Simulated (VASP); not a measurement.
Here is a VASP 6.6.1 calculation.

INCAR

```
SYSTEM = Fe
ALGO = Normal ; EDIFF = 1E-6
ENCUT = 690 ; GGA = PE
GGA_COMPAT = .False. ; ISIF = 2
ISMEAR = 0 ; ISPIN = 2
LASPH = .True. ; LCHARG = .False.
LMAXMIX = 4 ; LORBIT = 11
LREAL = .False. ; LWAVE = .False.
MAGMOM = 2.5 -2.5 ; NBANDS = 27
NELM = 200 ; PREC = Accurate
SIGMA = 0.05
```

File KPOINTS:

```
k-points
0
Gamma
  18 18 10
  0 0 0
```

POSCAR

```
Fe
1.0
    2.5248651795      0.0000000000      0.0000000000
   -1.2624325897      2.1865973866      0.0000000000
    0.0000000000      0.0000000000      4.3740008733
Fe
2
Direct
    0.3333333333      0.6666666667      0.7500000000
    0.6666666667      0.3333333333      0.2500000000
```

Potentials or basis: VASP PAW PBE potentials, release 64 (Fe_sv).

Command:

```console
$ cat potpaw_PBE.64/Fe_sv/POTCAR > POTCAR
$ mpirun -np 1 vasp_std > vasp.out
```

(1) What does it give for the site moments?

(2) Predict the pressure.

(3) What does it give for the net moment?

Results:

(1) Fe +1.97, -1.97 μB.

(2) -15.2 GPa.

(3) 0.00 μB per cell.

Caveat: the stress differs along the axes, from -22 to -12 GPa; the antiferromagnetic order is the one typed at the start, and another may lie lower.
